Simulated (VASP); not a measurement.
# Mg3Al3Pd2 (Pm-3m) in VASP: a series of runs

The runs below take Mg3Al3Pd2 through single point, relaxation of cell and atoms, with PBE.

All numbers are computed with VASP 6.6.1; they aren't measurements. Logs are shortened: lines on timing, memory, paths and dates and some standing lists are left out, and cuts for length are marked.

**1. The cell of the first run**

Symmetry: Pm-3m, No. 221, cubic system. The conventional cell has a = 5.189 Å, b = 5.189 Å, c = 5.189 Å, α = 90.00°, β = 90.00°, γ = 90.00°. Mg (site symmetry 4/mmm) has 4 Al at 2.59 Å and 2 Pd at 2.59 Å within 3.4 Å. Al (site symmetry 4/mmm) has 4 Mg at 2.59 Å and 2 Pd at 2.59 Å within 3.4 Å. Within 3.4 Å of Pd (site symmetry m-3m) lie 6 Mg at 2.59 Å. Pd (site symmetry m-3m) has 6 Al at 2.59 Å within 3.4 Å.

The cell was generated, and may not be a known phase.

**2. Single point, PBE**

Contents of INCAR:

```
ALGO = Normal ; EDIFF = 1E-7
ENCUT = 520 ; GGA = PE
ISIF = 2 ; ISMEAR = 0
LASPH = T ; LCHARG = T
LELF = T ; LREAL = F
LVHAR = T ; LWAVE = F
NBANDS = 28 ; NELM = 80
PREC = Accurate ; SIGMA = 0.1
```

Contents of KPOINTS:

```
k-points
0
Gamma
  4 4 4
```

Contents of POSCAR:

```
Mg3Al3Pd2
1.0
    5.1886543900      0.0000000000      0.0000000000
    0.0000000000      5.1886543900      0.0000000000
    0.0000000000      0.0000000000      5.1886543900
Mg Al Pd
3 3 2
Direct
    0.5000000000      0.0000000000      0.0000000000
    0.0000000000      0.5000000000      0.0000000000
    0.0000000000      0.0000000000      0.5000000000
    0.0000000000      0.5000000000      0.5000000000
    0.5000000000      0.0000000000      0.5000000000
    0.5000000000      0.5000000000      0.0000000000
    0.0000000000      0.0000000000      0.0000000000
    0.5000000000      0.5000000000      0.5000000000
```

Potentials or basis: VASP PAW PBE potentials, release 64 (Mg, Al, Pd).

The run is started by

```console
> cat potpaw_PBE.64/Mg/POTCAR potpaw_PBE.64/Al/POTCAR potpaw_PBE.64/Pd/POTCAR > POTCAR
> mpirun -np 1 vasp_std > vasp.out
```

OUTCAR:

```text
EDIFF = 1E-7
   ENCUT = 520
   GGA = PE
   ISIF = 2
   ISMEAR = 0
   LASPH = T
   LREAL = F
   NELM = 80
   PREC = Accurate

 ion  position               nearest neighbor table
   1  0.500  0.000  0.000-   5 2.59   6 2.59   7 2.59   5 2.59   6 2.59   7 2.59
   2  0.000  0.500  0.000-   4 2.59   6 2.59   7 2.59   4 2.59   7 2.59   6 2.59
   3  0.000  0.000  0.500-   4 2.59   5 2.59   7 2.59   7 2.59   4 2.59   5 2.59
   4  0.000  0.500  0.500-   2 2.59   3 2.59   8 2.59   2 2.59   3 2.59   8 2.59
   5  0.500  0.000  0.500-   1 2.59   3 2.59   8 2.59   1 2.59   8 2.59   3 2.59
   6  0.500  0.500  0.000-   1 2.59   2 2.59   8 2.59   8 2.59   1 2.59   2 2.59
   7  0.000  0.000  0.000-   1 2.59   2 2.59   3 2.59   3 2.59   2 2.59   1 2.59
   8  0.500  0.500  0.500-   4 2.59   5 2.59   6 2.59   6 2.59   5 2.59   4 2.59

  LATTYP: Found a simple cubic cell.
 ALAT       =     5.1886543900

  Lattice vectors:

 A1 = (   5.1886543900,   0.0000000000,   0.0000000000)
 A2 = (   0.0000000000,   5.1886543900,   0.0000000000)
 A3 = (   0.0000000000,   0.0000000000,   5.1886543900)

Analysis of symmetry for initial positions (statically):
=====================================================================
 Subroutine PRICEL returns:
 Original cell was already a primitive cell.

 Routine SETGRP: Setting up the symmetry group for a
 simple cubic supercell.

 Subroutine GETGRP returns: Found 48 space group operations
 (whereof 48 operations were pure point group operations)
 out of a pool of 48 trial point group operations.

The static configuration has the point symmetry O_h .

Analysis of symmetry for dynamics (positions and initial velocities):
=====================================================================
 Subroutine PRICEL returns:
 Original cell was already a primitive cell.

 Routine SETGRP: Setting up the symmetry group for a
 simple cubic supercell.

 Subroutine GETGRP returns: Found 48 space group operations
 (whereof 48 operations were pure point group operations)
 out of a pool of 48 trial point group operations.

The dynamic configuration has the point symmetry O_h .

 Subroutine INISYM returns: Found 48 space group operations
 (whereof 48 operations are pure point group operations),
 and found     1 'primitive' translations

----------------------------------------------------------------------------------------

                                     Primitive cell

  volume of cell :     139.6897

  direct lattice vectors                    reciprocal lattice vectors
     5.188654390  0.000000000  0.000000000     0.192728196  0.000000000  0.000000000
     0.000000000  5.188654390  0.000000000     0.000000000  0.192728196  0.000000000
     0.000000000  0.000000000  5.188654390     0.000000000  0.000000000  0.192728196

  length of vectors
     5.188654390  5.188654390  5.188654390     0.192728196  0.192728196  0.192728196

  position of ions in fractional coordinates (direct lattice)
     0.500000000  0.000000000  0.000000000
     0.000000000  0.500000000  0.000000000
     0.000000000  0.000000000  0.500000000
     0.000000000  0.500000000  0.500000000
     0.500000000  0.000000000  0.500000000
     0.500000000  0.500000000  0.000000000
     0.000000000  0.000000000  0.000000000
     0.500000000  0.500000000  0.500000000

  ion indices of the primitive-cell ions
   primitive index   ion index
                 1           1
                 2           2
                 3           3
                 4           4
                 5           5
                 6           6
                 7           7
                 8           8

----------------------------------------------------------------------------------------

 KPOINTS: k-points

Automatic generation of k-mesh.
 Grid dimensions read from file:
 generate k-points for:    4    4    4

 Generating k-lattice:

  Cartesian coordinates                     Fractional coordinates (reciprocal lattice)
     0.048182049  0.000000000  0.000000000     0.250000000  0.000000000  0.000000000
     0.000000000  0.048182049  0.000000000     0.000000000  0.250000000  0.000000000
     0.000000000  0.000000000  0.048182049     0.000000000  0.000000000  0.250000000

  Length of vectors
     0.048182049  0.048182049  0.048182049

  Shift w.r.t. Gamma in fractional coordinates (k-lattice)
     0.000000000  0.000000000  0.000000000

 Subroutine IBZKPT returns following result:
 ===========================================

 Found     10 irreducible k-points:

 Following reciprocal coordinates:
            Coordinates               Weight
  0.000000  0.000000  0.000000      1.000000
  0.250000  0.000000  0.000000      6.000000
  0.500000  0.000000  0.000000      3.000000
  0.250000  0.250000  0.000000     12.000000
  0.500000  0.250000  0.000000     12.000000
  0.500000  0.500000  0.000000      3.000000
  0.250000  0.250000  0.250000      8.000000
  0.500000  0.250000  0.250000     12.000000
  0.500000  0.500000  0.250000      6.000000
  0.500000  0.500000  0.500000      1.000000
   k-points           NKPTS =     10   k-points in BZ     NKDIM =     10   number of bands    NBANDS=     28
   number of dos      NEDOS =    301   number of ions     NIONS =      8
   total plane-waves  NPLWV =  64000
   dimension x,y,z NGX =    40 NGY =   40 NGZ =   40
   dimension x,y,z NGXF=    80 NGYF=   80 NGZF=   80
   ions per type =               3   3   2
   NGX,Y,Z   is equivalent  to a cutoff of  12.82, 12.82, 12.82 a.u.
   NGXF,Y,Z  is equivalent  to a cutoff of  25.63, 25.63, 25.63 a.u.
 SYSTEM =  unknown system
   PREC   = accura    normal or accurate (medium, high low for compatibility)
   ISTART =      0    job   : 0-new  1-cont  2-samecut
   ICHARG =      2    charge: 1-file 2-atom 10-const
   ISPIN  =      1    spin polarized calculation?
   LNONCOLLINEAR =      F non collinear calculations
   LSORBIT =      F    spin-orbit coupling
   LASPH  =      T    aspherical Exc in radial PAW
   ENCUT  =  520.0 eV  38.22 Ry    6.18 a.u.   9.65  9.65  9.65*2*pi/ulx,y,z
   NELM   =     80;   NELMIN=  2; NELMDL= -5     # of ELM steps
   EDIFF  = 0.1E-06   stopping-criterion for ELM
   LREAL  =      F    real-space projection
   EDIFFG = 0.1E-05   stopping-criterion for IOM
   NSW    =      0    number of steps for IOM
   IBRION =     -1    ionic relax: 0-MD 1-quasi-New 2-CG
   NFREE  =      0    steps in history (QN), initial steepest desc. (CG)
   ISIF   =      2    stress and relaxation
   ISYM   =      2    0-nonsym 1-usesym 2-fastsym
   POTIM  = 0.5000    time-step for ionic-motion
   TEBEG  =    0.0;   TEEND  =   0.0 temperature during run
   PSTRESS=    0.0 pullay stress
   NELECT =      35.0000    total number of electrons
   NUPDOWN=      -1.0000    fix difference up-down
   EMIN   =  10.00;   EMAX   =-10.00  energy-range for DOS
   EFERMI =   0.00;   METHOD = LEGACY
   ISMEAR =     0;   SIGMA  =   0.10  broadening in eV -4-tet -1-fermi 0-gaus
   EFERMI_NEDOS =   21; number of points for ismear=-14 and -15
   IALGO  =     38    algorithm
   IMIX   =      4    mixing-type and parameters
     AMIX     =   0.40;   BMIX     =  1.00
     AMIX_MAG =   1.60;   BMIX_MAG =  1.00
  volume/ion in A,a.u.               =      17.46       117.83
  Fermi-wavevector in a.u.,A,eV,Ry     =   1.032071  1.950331 14.492516  1.065170
  Thomas-Fermi vector in A             =   2.166250
   LORBIT       =      0    0 simple, 1 ext, 2 COOP (PROOUT), +10 PAW based schemes
   GGA     = PE    functional components
   LHFCALC =     F    Hartree Fock is set to
   AEXX    =    0.0000 exact exchange contribution
   IVDW    =     0    specifies the selected vdW correction
   LEPSILON=     F    determine dielectric tensor
   LRPA    =     F    only Hartree local field effects (RPA)
 non-spin polarized calculation
 Gauss-broadening in eV      SIGMA  =   0.10
  energy-cutoff  :      520.00
  volume of cell :      139.69
 maximum number of plane-waves:      3840
 NGX is ok and might be reduce to    40
   NGX = 19   NGY = 19   NGZ = 19

 number of electron      35.0000014 magnetization

 Free energy of the ion-electron system (eV)
  ---------------------------------------------------
  ext. energy  EPLUGINS =         0.00000000
  ---------------------------------------------------
  free energy    TOTEN  =       -24.29256153 eV

  energy without entropy =      -24.28409791  energy(sigma->0) =      -24.28832972

 E-fermi :   6.1633     XC(G=0): -10.2361

 val. band max:        6.0991819628   @ k =   0.5000   0.2500   0.2500
 cond. band min:       6.2876471577   @ k =   0.2500   0.0000   0.0000
 fundamental gap:      0.1884651949
 Fermi energy:         6.1633045928

 k-point     1 :       0.0000    0.0000    0.0000
  band No.  band energies     occupation
      1      -2.6815      2.00000
      2       0.6264      2.00000
      3       0.6264      2.00000
      4       2.8654      2.00000
      5       2.8654      2.00000
      6       2.8654      2.00000
[... 20 lines left out ...]
     27      11.0270      0.00000
     28      11.0270      0.00000

 k-point     2 :       0.2500    0.0000    0.0000
  band No.  band energies     occupation
      1      -2.3386      2.00000
      2       0.0730      2.00000
      3       0.7887      2.00000
      4       2.2852      2.00000
      5       2.6577      2.00000
      6       2.6577      2.00000
[... 20 lines left out ...]
     27      11.2210      0.00000
     28      11.5213      0.00000

 k-point     3 :       0.5000    0.0000    0.0000
  band No.  band energies     occupation
      1      -1.5728      2.00000
      2      -1.0333      2.00000
      3       1.0003      2.00000
      4       2.3423      2.00000
      5       2.4327      2.00000
      6       2.5366      2.00000
[... 182 lines left out ...]
      3       0.1127      2.00000
      4       0.9291      2.00000
      5       1.9369      2.00000
      6       1.9369      2.00000
[... 20 lines left out ...]
     27      11.6118      0.00000
     28      11.6118      0.00000

 k-point    10 :       0.5000    0.5000    0.5000
  band No.  band energies     occupation
      1       0.4675      2.00000
      2       0.4675      2.00000
      3       0.4675      2.00000
      4       1.3915      2.00000
      5       1.3915      2.00000
      6       1.3915      2.00000
[... 20 lines left out ...]
     27      12.7215      0.00000
     28      12.8032      0.00000

------------------------ aborting loop because EDIFF is reached ----------------------------------------

  FORCE on cell =-STRESS in cart. coord.  units (eV):
  Direction    XX          YY          ZZ          XY          YZ          ZX
  --------------------------------------------------------------------------------------
  -------------------------------------------------------------------------------------
  Total       10.2505706     10.2505706     10.2505706      0.0000000      0.0000000     -0.0000000
  in kB      117.5694247    117.5694247    117.5694247      0.0000000      0.0000000     -0.0000000
  external PRESSURE =     117.5694247 kB  Pullay stress =       0.0000000 kB

 VOLUME and BASIS-vectors are now :
 -----------------------------------------------------------------------------
  energy-cutoff  :      520.00
  volume of cell :      139.69
      direct lattice vectors                 reciprocal lattice vectors
     5.188654390  0.000000000  0.000000000     0.192728196  0.000000000  0.000000000
     0.000000000  5.188654390  0.000000000     0.000000000  0.192728196  0.000000000
     0.000000000  0.000000000  5.188654390     0.000000000  0.000000000  0.192728196

 POSITION                                       TOTAL-FORCE (eV/Angst)
 -----------------------------------------------------------------------------------
      2.59433      0.00000      0.00000         0.000000      0.000000      0.000000
      0.00000      2.59433      0.00000         0.000000      0.000000      0.000000
      0.00000      0.00000      2.59433         0.000000      0.000000      0.000000
      0.00000      2.59433      2.59433         0.000000      0.000000      0.000000
      2.59433      0.00000      2.59433         0.000000      0.000000      0.000000
      2.59433      2.59433      0.00000         0.000000      0.000000      0.000000
      0.00000      0.00000      0.00000         0.000000      0.000000      0.000000
      2.59433      2.59433      2.59433         0.000000      0.000000      0.000000
 -----------------------------------------------------------------------------------
    total drift:                               -0.000000      0.000000     -0.000000

  FREE ENERGIE OF THE ION-ELECTRON SYSTEM (eV)
  ---------------------------------------------------
  free  energy   TOTEN  =       -24.2925615264 eV

  energy  without entropy=      -24.2840979127  energy(sigma->0) =      -24.28832972
```

Wall time 21 s (1 thread of Intel Xeon 6975P-C (Granite Rapids), shared host); peak memory 0.25 GiB.

What came out:

- Free energy: -24.2926 eV
- Pressure: 11.8 GPa
- Band gap on the k mesh: zero (an odd number of electrons rules out a gap without spin polarisation)

Caveat: the cell stands under pressure.

**3. Single point, PBE**

This run uses another cell than the first one, of 20.24 Å³/atom.

Contents of INCAR:

```
  PREC = Accurate
  ENCUT = 520
  EDIFF = 1E-6
  ISMEAR = 0
  SIGMA = 0.1
  LREAL = False
  LASPH = True
  NELM = 80
  ALGO = Normal
  ISIF = 2
  LWAVE = False
  LCHARG = False
  GGA = PE
  NBANDS = 28
```

Contents of KPOINTS:

```
regular mesh
0
Gamma
  4 4 4
```

POSCAR, as its differences from that of step 2:

```diff
@@ -2,5 +2,5 @@
 1.0
-    5.1886543900      0.0000000000      0.0000000000
-    0.0000000000      5.1886543900      0.0000000000
-    0.0000000000      0.0000000000      5.1886543900
+    5.4505676268      0.0000000000      0.0000000000
+    0.0000000000      5.4505676268      0.0000000000
+    0.0000000000      0.0000000000      5.4505676268
 Mg Al Pd
```

Potentials or basis: VASP PAW PBE potentials, release 64 (Mg, Al, Pd).

The run is started by

```console
> cat potpaw_PBE.64/Mg/POTCAR potpaw_PBE.64/Al/POTCAR potpaw_PBE.64/Pd/POTCAR > POTCAR
> mpirun -np 1 vasp_std > vasp.out
```

OUTCAR:

```text
PREC = Accurate
   ENCUT = 520
   EDIFF = 1E-6
   ISMEAR = 0
   LREAL = False
   LASPH = True
   NELM = 80
   ISIF = 2
   GGA = PE

 ion  position               nearest neighbor table
   1  0.500  0.000  0.000-   5 2.73   6 2.73   7 2.73   5 2.73   6 2.73   7 2.73
   2  0.000  0.500  0.000-   4 2.73   6 2.73   7 2.73   4 2.73   7 2.73   6 2.73
   3  0.000  0.000  0.500-   4 2.73   5 2.73   7 2.73   7 2.73   4 2.73   5 2.73
   4  0.000  0.500  0.500-   2 2.73   3 2.73   8 2.73   2 2.73   3 2.73   8 2.73
   5  0.500  0.000  0.500-   1 2.73   3 2.73   8 2.73   1 2.73   8 2.73   3 2.73
   6  0.500  0.500  0.000-   1 2.73   2 2.73   8 2.73   8 2.73   1 2.73   2 2.73
   7  0.000  0.000  0.000-   1 2.73   2 2.73   3 2.73   3 2.73   2 2.73   1 2.73
   8  0.500  0.500  0.500-   4 2.73   5 2.73   6 2.73   6 2.73   5 2.73   4 2.73

  LATTYP: Found a simple cubic cell.
 ALAT       =     5.4505676268

  Lattice vectors:

 A1 = (   5.4505676268,   0.0000000000,   0.0000000000)
 A2 = (   0.0000000000,   5.4505676268,   0.0000000000)
 A3 = (   0.0000000000,   0.0000000000,   5.4505676268)

Analysis of symmetry for initial positions (statically):
[... 176 lines left out ...]
 Fermi energy:         4.7976456228

 k-point     1 :       0.0000    0.0000    0.0000
  band No.  band energies     occupation
      1      -3.2082      2.00000
      2      -0.2172      2.00000
      3      -0.2172      2.00000
      4       1.9947      2.00000
      5       1.9947      2.00000
      6       2.0922      2.00000
[... 299 lines left out ...]
     27      10.9091      0.00000
     28      10.9212      0.00000

------------------------ aborting loop because EDIFF is reached ----------------------------------------

  FORCE on cell =-STRESS in cart. coord.  units (eV):
  Direction    XX          YY          ZZ          XY          YZ          ZX
  --------------------------------------------------------------------------------------
  -------------------------------------------------------------------------------------
  Total        0.2719697      0.2719697      0.2719697      0.0000000      0.0000000     -0.0000000
  in kB        2.6909515      2.6909515      2.6909515      0.0000000      0.0000000     -0.0000000
  external PRESSURE =       2.6909515 kB  Pullay stress =       0.0000000 kB

 VOLUME and BASIS-vectors are now :
 -----------------------------------------------------------------------------
  energy-cutoff  :      520.00
  volume of cell :      161.93
      direct lattice vectors                 reciprocal lattice vectors
     5.450567627  0.000000000  0.000000000     0.183467130  0.000000000  0.000000000
     0.000000000  5.450567627  0.000000000     0.000000000  0.183467130  0.000000000
     0.000000000  0.000000000  5.450567627     0.000000000  0.000000000  0.183467130

 POSITION                                       TOTAL-FORCE (eV/Angst)
 -----------------------------------------------------------------------------------
      2.72528      0.00000      0.00000         0.000000      0.000000      0.000000
      0.00000      2.72528      0.00000         0.000000      0.000000      0.000000
      0.00000      0.00000      2.72528         0.000000      0.000000      0.000000
      0.00000      2.72528      2.72528         0.000000      0.000000      0.000000
      2.72528      0.00000      2.72528         0.000000      0.000000      0.000000
      2.72528      2.72528      0.00000         0.000000      0.000000      0.000000
      0.00000      0.00000      0.00000         0.000000      0.000000      0.000000
      2.72528      2.72528      2.72528         0.000000      0.000000      0.000000
 -----------------------------------------------------------------------------------
    total drift:                                0.000000     -0.000000     -0.000000

  FREE ENERGIE OF THE ION-ELECTRON SYSTEM (eV)
  ---------------------------------------------------
  free  energy   TOTEN  =       -25.0321925834 eV

  energy  without entropy=      -25.0205322592  energy(sigma->0) =      -25.02636242
```

Wall time 23 s (1 thread of Intel Xeon 6975P-C (Granite Rapids), shared host); peak memory 0.27 GiB.

Results:

```yaml
Free_energy: -25.0322 eV
Pressure: 0.3 GPa
Band_gap_on_the_k_mesh: zero (an odd number of electrons rules out a gap without spin polarisation)
```

(Continued in part 2 of 3.)

The gap in the log of VASP goes by the Fermi energy; the results here count the filled bands.